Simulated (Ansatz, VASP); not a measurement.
**CdF2 in VASP and in Ansatz**

```xyz
3
Lattice="0.0000 2.6940 2.6940 2.6940 0.0000 2.6940 2.6940 2.6940 0.0000" Properties=species:S:1:pos:R:3 pbc="T T T"
Cd    0.0000    0.0000    0.0000
F     1.3470    1.3470    1.3470
F     4.0410    4.0410    4.0410
```

Alike in both runs: task single point; functional r2SCAN; k mesh 8 × 8 × 8; occupations gaussian, width 0.05 eV; no spin polarisation.

|  | VASP | Ansatz |
| --- | --- | --- |
| version | VASP 6.6.1 | Ansatz 0.2.0 |
| potentials or method | VASP PAW PBE potentials, release 64 (Cd_sv_GW, F), cutoff 660 eV | scalar-relativistic, plane waves, PAW |
| valence electrons in the cell | 34 | 34 |

```csv
,VASP,Ansatz,Ansatz less VASP
gap on the k mesh at the Fermi level (eV),3.79,3.79,+0.007
least direct gap on the mesh (eV),4.30,4.31,+0.003
pressure (GPa),-0.5,0.0,+0.53
```

VASP's potentials were made for PBE, not for r2SCAN. With one functional, cell and mesh, what is left measures potentials, basis and numerics.
